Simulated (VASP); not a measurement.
# CaO (Fm-3m) in VASP: further runs

The runs below take CaO through single point, with PBE.

All numbers are computed with VASP 6.6.1; they aren't measurements. Logs are shortened: lines on timing, memory, paths and dates and some standing lists are left out, and cuts for length are marked.

### Step 1. The cell of the first run

It takes space group Fm-3m (No. 225, cubic). Conventional cell: a = 4.898 Å, b = 4.898 Å, c = 4.898 Å, α = 90.00°, β = 90.00°, γ = 90.00°. Ca (site symmetry m-3m) has 6 O at 2.45 Å within 3.2 Å. O (site symmetry m-3m) has 6 Ca at 2.45 Å within 3.2 Å.

### Step 2. Single point, PBE

INCAR reads:

```
SYSTEM = CaO
ALGO = Normal
EDIFF = 1E-6
ENCUT = 520
GGA = PE
ISIF = 2
ISMEAR = 0
LASPH = .TRUE.
LCHARG = .FALSE.
LREAL = .FALSE.
LWAVE = .FALSE.
NBANDS = 15
NELM = 60
PREC = Accurate
SIGMA = 0.2
```

KPOINTS reads:

```
k-points
0
G
  9 9 9
  0 0 0
```

POSCAR reads:

```
CaO
1.0
    0.0000000000      2.4490000000      2.4490000000
    2.4490000000      0.0000000000      2.4490000000
    2.4490000000      2.4490000000      0.0000000000
Ca O
1 1
Direct
    0.0000000000      0.0000000000      0.0000000000
    0.5000000000      0.5000000000      0.5000000000
```

Potentials or basis: VASP PAW PBE potentials, release 64 (Ca_sv, O).

The run is started by

```bash
> cat potpaw_PBE.64/Ca_sv/POTCAR potpaw_PBE.64/O/POTCAR > POTCAR
> mpirun -np 1 vasp_std > vasp.out
```

OUTCAR:

```text
SYSTEM = CaO
   EDIFF = 1E-6
   ENCUT = 520
   GGA = PE
   ISIF = 2
   ISMEAR = 0
   LASPH = .TRUE.
   LREAL = .FALSE.
   NELM = 60
   PREC = Accurate

 ion  position               nearest neighbor table
   1  0.000  0.000  0.000-   2 2.45   2 2.45   2 2.45   2 2.45   2 2.45   2 2.45
   2  0.500  0.500  0.500-   1 2.45   1 2.45   1 2.45   1 2.45   1 2.45   1 2.45

  LATTYP: Found a face centered cubic cell.
 ALAT       =     4.8980000000

  Lattice vectors:

 A1 = (   0.0000000000,   2.4490000000,   2.4490000000)
 A2 = (   2.4490000000,   0.0000000000,   2.4490000000)
 A3 = (   2.4490000000,   2.4490000000,   0.0000000000)

Analysis of symmetry for initial positions (statically):
=====================================================================
 Subroutine PRICEL returns:
 Original cell was already a primitive cell.

 Routine SETGRP: Setting up the symmetry group for a
 face centered cubic supercell.

 Subroutine GETGRP returns: Found 48 space group operations
 (whereof 48 operations were pure point group operations)
 out of a pool of 48 trial point group operations.

The static configuration has the point symmetry O_h .

Analysis of symmetry for dynamics (positions and initial velocities):
=====================================================================
 Subroutine PRICEL returns:
 Original cell was already a primitive cell.

 Routine SETGRP: Setting up the symmetry group for a
 face centered cubic supercell.

 Subroutine GETGRP returns: Found 48 space group operations
 (whereof 48 operations were pure point group operations)
 out of a pool of 48 trial point group operations.

The dynamic configuration has the point symmetry O_h .

 Subroutine INISYM returns: Found 48 space group operations
 (whereof 48 operations are pure point group operations),
 and found     1 'primitive' translations

----------------------------------------------------------------------------------------

                                     Primitive cell

  volume of cell :      29.3762

  direct lattice vectors                    reciprocal lattice vectors
     0.000000000  2.449000000  2.449000000    -0.204164965  0.204164965  0.204164965
     2.449000000  0.000000000  2.449000000     0.204164965 -0.204164965  0.204164965
     2.449000000  2.449000000  0.000000000     0.204164965  0.204164965 -0.204164965

  length of vectors
     3.463409014  3.463409014  3.463409014     0.353624093  0.353624093  0.353624093

  position of ions in fractional coordinates (direct lattice)
     0.000000000  0.000000000  0.000000000
     0.500000000  0.500000000  0.500000000

  ion indices of the primitive-cell ions
   primitive index   ion index
                 1           1
                 2           2

----------------------------------------------------------------------------------------

 KPOINTS: k-points

Automatic generation of k-mesh.
 Grid dimensions read from file:
 generate k-points for:    9    9    9

 Generating k-lattice:

  Cartesian coordinates                     Fractional coordinates (reciprocal lattice)
    -0.022684996  0.022684996  0.022684996     0.111111111  0.000000000  0.000000000
     0.022684996 -0.022684996  0.022684996     0.000000000  0.111111111  0.000000000
     0.022684996  0.022684996 -0.022684996     0.000000000  0.000000000  0.111111111

  Length of vectors
     0.039291566  0.039291566  0.039291566

  Shift w.r.t. Gamma in fractional coordinates (k-lattice)
     0.000000000  0.000000000  0.000000000

 Subroutine IBZKPT returns following result:
 ===========================================

 Found     35 irreducible k-points:

 Following reciprocal coordinates:
            Coordinates               Weight
  0.000000  0.000000  0.000000      1.000000
  0.111111  0.000000  0.000000      8.000000
  0.222222  0.000000  0.000000      8.000000
  0.333333  0.000000  0.000000      8.000000
  0.444444  0.000000  0.000000      8.000000
  0.111111  0.111111  0.000000      6.000000
[... 16 lines left out ...]
 -0.333333  0.333333  0.000000     12.000000
  0.444444  0.444444  0.000000      6.000000
 [... further k-points ...]
   k-points           NKPTS =     35   k-points in BZ     NKDIM =     35   number of bands    NBANDS=     15
   number of dos      NEDOS =    301   number of ions     NIONS =      2
   total plane-waves  NPLWV =  21952
   dimension x,y,z NGX =    28 NGY =   28 NGZ =   28
   dimension x,y,z NGXF=    56 NGYF=   56 NGZF=   56
   ions per type =               1   1
   NGX,Y,Z   is equivalent  to a cutoff of  13.44, 13.44, 13.44 a.u.
   NGXF,Y,Z  is equivalent  to a cutoff of  26.88, 26.88, 26.88 a.u.
 SYSTEM =  CaO
   PREC   = accura    normal or accurate (medium, high low for compatibility)
   ISTART =      0    job   : 0-new  1-cont  2-samecut
   ICHARG =      2    charge: 1-file 2-atom 10-const
   ISPIN  =      1    spin polarized calculation?
   LNONCOLLINEAR =      F non collinear calculations
   LSORBIT =      F    spin-orbit coupling
   LASPH  =      T    aspherical Exc in radial PAW
   ENCUT  =  520.0 eV  38.22 Ry    6.18 a.u.   6.44  6.44  6.44*2*pi/ulx,y,z
   NELM   =     60;   NELMIN=  2; NELMDL= -5     # of ELM steps
   EDIFF  = 0.1E-05   stopping-criterion for ELM
   LREAL  =      F    real-space projection
   EDIFFG = 0.1E-04   stopping-criterion for IOM
   NSW    =      0    number of steps for IOM
   IBRION =     -1    ionic relax: 0-MD 1-quasi-New 2-CG
   NFREE  =      0    steps in history (QN), initial steepest desc. (CG)
   ISIF   =      2    stress and relaxation
   ISYM   =      2    0-nonsym 1-usesym 2-fastsym
   POTIM  = 0.5000    time-step for ionic-motion
   TEBEG  =    0.0;   TEEND  =   0.0 temperature during run
   PSTRESS=    0.0 pullay stress
   NELECT =      16.0000    total number of electrons
   NUPDOWN=      -1.0000    fix difference up-down
   EMIN   =  10.00;   EMAX   =-10.00  energy-range for DOS
   EFERMI =   0.00;   METHOD = LEGACY
   ISMEAR =     0;   SIGMA  =   0.20  broadening in eV -4-tet -1-fermi 0-gaus
   EFERMI_NEDOS =   21; number of points for ismear=-14 and -15
   IALGO  =     38    algorithm
   IMIX   =      4    mixing-type and parameters
     AMIX     =   0.40;   BMIX     =  1.00
     AMIX_MAG =   1.60;   BMIX_MAG =  1.00
  volume/ion in A,a.u.               =      14.69        99.12
  Fermi-wavevector in a.u.,A,eV,Ry     =   1.336953  2.526474 24.319632  1.787443
  Thomas-Fermi vector in A             =   2.465539
   LORBIT       =      0    0 simple, 1 ext, 2 COOP (PROOUT), +10 PAW based schemes
   GGA     = PE    functional components
   LHFCALC =     F    Hartree Fock is set to
   AEXX    =    0.0000 exact exchange contribution
   IVDW    =     0    specifies the selected vdW correction
   LEPSILON=     F    determine dielectric tensor
   LRPA    =     F    only Hartree local field effects (RPA)
 non-spin polarized calculation
 Gauss-broadening in eV      SIGMA  =   0.20
  energy-cutoff  :      520.00
  volume of cell :       29.38
 maximum number of plane-waves:       809
 NGX is ok and might be reduce to    28
   NGX = 13   NGY = 13   NGZ = 13

 number of electron      16.0000005 magnetization

 Free energy of the ion-electron system (eV)
  ---------------------------------------------------
  ext. energy  EPLUGINS =         0.00000000
  ---------------------------------------------------
  free energy    TOTEN  =       -12.79487806 eV

  energy without entropy =      -12.79487806  energy(sigma->0) =      -12.79487806

 E-fermi :   2.9201     XC(G=0): -10.2028

 val. band max:        2.0390972021   @ k =   0.0000   0.0000   0.0000
 cond. band min:       5.7364975209   @ k =   0.4444   0.4444   0.0000
 fundamental gap:      3.6974003188
 Fermi energy:         2.9200811350

 k-point     1 :       0.0000    0.0000    0.0000
  band No.  band energies     occupation
      1     -35.8362      2.00000
      2     -16.6365      2.00000
      3     -16.6365      2.00000
      4     -16.6365      2.00000
      5     -13.3844      2.00000
      6       2.0391      2.00000
      7       2.0391      2.00000
      8       2.0391      2.00000
      9       6.3075      0.00000
     10       8.1200      0.00000
     11       8.1200      0.00000
     12       8.1200      0.00000
     13       9.5274      0.00000
     14       9.5274      0.00000
     15      16.7541      0.00000

 k-point     2 :       0.1111    0.0000    0.0000
  band No.  band energies     occupation
      1     -35.8270      2.00000
      2     -16.7641      2.00000
      3     -16.6421      2.00000
      4     -16.6421      2.00000
      5     -13.2475      2.00000
      6       1.6167      2.00000
      7       1.8861      2.00000
      8       1.8861      2.00000
      9       6.8537      0.00000
     10       8.0810      0.00000
     11       8.3155      0.00000
     12       8.3155      0.00000
     13       9.7943      0.00000
     14       9.7943      0.00000
     15      17.1785      0.00000

 k-point     3 :       0.2222    0.0000    0.0000
  band No.  band energies     occupation
      1     -35.8035      2.00000
      2     -17.0507      2.00000
      3     -16.6560      2.00000
      4     -16.6560      2.00000
      5     -12.9344      2.00000
      6       0.7790      2.00000
      7       1.5342      2.00000
      8       1.5342      2.00000
      9       7.9652      0.00000
     10       8.1973      0.00000
     11       8.8434      0.00000
     12       8.8434      0.00000
     13      10.4676      0.00000
     14      10.4676      0.00000
     15      17.5250      0.00000
[... 343 lines left out ...]
 k-point    23 :      -0.3333    0.3333    0.0000
  band No.  band energies     occupation
      1     -35.7382      2.00000
      2     -17.1899      2.00000
      3     -16.9867      2.00000
      4     -16.7433      2.00000
      5     -12.7394      2.00000
      6       0.3912      2.00000
      7       0.9237      2.00000
      8       1.1418      2.00000
      9       7.8601      0.00000
     10       9.1884      0.00000
     11      10.2796      0.00000
     12      10.4216      0.00000
     13      11.7110      0.00000
     14      14.7827      0.00000
     15      15.2178      0.00000

 k-point    24 :       0.4444    0.4444    0.0000
  band No.  band energies     occupation
      1     -35.7359      2.00000
      2     -17.1330      2.00000
      3     -16.8189      2.00000
      4     -16.8189      2.00000
      5     -13.1201      2.00000
      6       0.6623      2.00000
      7       1.6571      2.00000
      8       1.6571      2.00000
      9       5.7365      0.00000
     10       9.6013      0.00000
     11      10.5712      0.00000
     12      11.1237      0.00000
     13      11.1237      0.00000
     14      12.5956      0.00000
     15      15.1537      0.00000

 [... further k-points ...]

------------------------ aborting loop because EDIFF is reached ----------------------------------------

  FORCE on cell =-STRESS in cart. coord.  units (eV):
  Direction    XX          YY          ZZ          XY          YZ          ZX
  --------------------------------------------------------------------------------------
  -------------------------------------------------------------------------------------
  Total       -0.6528537     -0.6528537     -0.6528537     -0.0000000     -0.0000000      0.0000000
  in kB      -35.6065659    -35.6065659    -35.6065659     -0.0000000     -0.0000000      0.0000000
  external PRESSURE =     -35.6065659 kB  Pullay stress =       0.0000000 kB

 VOLUME and BASIS-vectors are now :
 -----------------------------------------------------------------------------
  energy-cutoff  :      520.00
  volume of cell :       29.38
      direct lattice vectors                 reciprocal lattice vectors
     0.000000000  2.449000000  2.449000000    -0.204164965  0.204164965  0.204164965
     2.449000000  0.000000000  2.449000000     0.204164965 -0.204164965  0.204164965
     2.449000000  2.449000000  0.000000000     0.204164965  0.204164965 -0.204164965

 POSITION                                       TOTAL-FORCE (eV/Angst)
 -----------------------------------------------------------------------------------
      0.00000      0.00000      0.00000        -0.000000     -0.000000     -0.000000
      2.44900      2.44900      2.44900         0.000000      0.000000      0.000000
 -----------------------------------------------------------------------------------
    total drift:                                0.000000      0.000000      0.000000

  FREE ENERGIE OF THE ION-ELECTRON SYSTEM (eV)
  ---------------------------------------------------
  free  energy   TOTEN  =       -12.7948780585 eV

  energy  without entropy=      -12.7948780585  energy(sigma->0) =      -12.79487806
```

It took 13 s on 1 thread of Intel Xeon Platinum 8259CL at 2.50GHz (Skylake/Cascade Lake), shared host; peak memory 0.16 GiB.

Results:

| Item | Value |
| --- | --- |
| Free energy | -12.7949 eV |
| Pressure | -3.6 GPa |
| Band gap on the k mesh | 3.70 eV (least direct gap 4.08 eV) |

Caveat: the cell stands under tension; an odd mesh through Γ misses points on the zone boundary, where band edges can lie.

### Step 3. Single point, PBE

INCAR reads:

```
SYSTEM = CaO
PREC = Accurate
ENCUT = 520
EDIFF = 1E-7
ISMEAR = 1
SIGMA = 0.15
LREAL = .FALSE.
LASPH = .TRUE.
NELM = 100
ALGO = Normal
ISIF = 2
LWAVE = .FALSE.
LCHARG = .FALSE.
GGA = PE
NBANDS = 15
```

KPOINTS reads:

```
regular mesh
0
G
  9 9 9
  0 0 0
```

POSCAR is that of step 2.

Potentials or basis: VASP PAW PBE potentials, release 64 (Ca_sv, O).

The run is started by

```bash
> cat potpaw_PBE.64/Ca_sv/POTCAR potpaw_PBE.64/O/POTCAR > POTCAR
> mpirun -np 1 vasp_std > vasp.out
```

Wall time 16 s (1 thread of Intel Xeon Platinum 8259CL at 2.50GHz (Skylake/Cascade Lake), shared host); peak memory 0.16 GiB.

Results (log left out):

```yaml
Free_energy: -12.7946 eV
Pressure: -3.5 GPa
Band_gap_on_the_k_mesh: 3.70 eV (least direct gap 4.08 eV)
```

Levels at points of the mesh, in eV from the valence-band top:
```
           k point  band 6  band 7  band 8  band 9  band 10  band 11
(0.00, 0.00, 0.00)    0.00    0.00    0.00    4.27     6.08     6.08
```

Caveat: the cell stands under tension; an odd mesh through Γ misses points on the zone boundary, where band edges can lie. As with any semilocal functional, this PBE gap is likely too small.
